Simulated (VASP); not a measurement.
Write the native input for VASP 6.6.1 that does the following.

* Task: single point
* Functional: PBE-based global hybrid
* Potentials or basis: VASP PAW PBE potentials, release 64 (N, B)
* Cutoff: 520 eV
* k mesh: 7 × 7 × 7
* Occupations: fermi-dirac, width 0.05 eV
* Spin: no spin polarisation
* Dipole correction: no
* Grid for exact exchange (PRECFOCK): Normal
* Share of exact exchange: 0.5
* Further INCAR settings: ALGO = Normal; EDIFF = 1e-06; NBANDS = 11

The system is BN.

```xyz
2
Lattice="0.0000 1.8130 1.8130 1.8130 0.0000 1.8130 1.8130 1.8130 0.0000" Properties=species:S:1:pos:R:3 pbc="T T T"
N     0.9065    0.9065    0.9065
B     0.0000    0.0000    0.0000
```

These files were run (other wordings do the same):

POSCAR

```
BN
1.0
    0.0000000000      1.8130010000      1.8130010000
    1.8130010000      0.0000000000      1.8130010000
    1.8130010000      1.8130010000      0.0000000000
N B
1 1
Direct
    0.2500000000      0.2500000000      0.2500000000
    0.0000000000      0.0000000000      0.0000000000
```

INCAR.step1

```
ALGO = Normal
EDIFF = 1E-5
ENCUT = 520
GGA = PE
ISIF = 2
ISMEAR = -1
LASPH = T
LREAL = F
LWAVE = T
NBANDS = 11
NELM = 80
PREC = Accurate
SIGMA = 0.05
```

INCAR.step2

```
AEXX = 0.5
ALGO = Normal
EDIFF = 1E-6
ENCUT = 520
GGA = PE
ISIF = 2
ISMEAR = -1
ISTART = 1
LASPH = T
LCHARG = T
LELF = T
LHFCALC = T
LREAL = F
LVHAR = T
LWAVE = F
NBANDS = 11
NELM = 80
PREC = Accurate
PRECFOCK = Normal
SIGMA = 0.05
```

KPOINTS

```
k-points
0
Gamma
  7 7 7
```

Potentials or basis: VASP PAW PBE potentials, release 64 (N, B).

Command:

```sh
$ cat potpaw_PBE.64/N/POTCAR potpaw_PBE.64/B/POTCAR > POTCAR
$ cp INCAR.step1 INCAR
$ mpirun -np 1 vasp_std > vasp.out
$ cp INCAR.step2 INCAR
$ mpirun -np 1 vasp_std > vasp.out
```

Results of the run:

```json
{"Pressure": "-17.5 GPa", "Band gap on the k mesh": "8.98 eV, indirect (least direct gap 13.85 eV)"}
```

Caveat: the k points lie up to 0.43 Å⁻¹ apart; the PAW data sets were made with another functional, which shifts forces and pressure a little.

It used 910 s of CPU time on 1 thread of AMD EPYC 7R13 Processor (Zen 3), on a shared host.
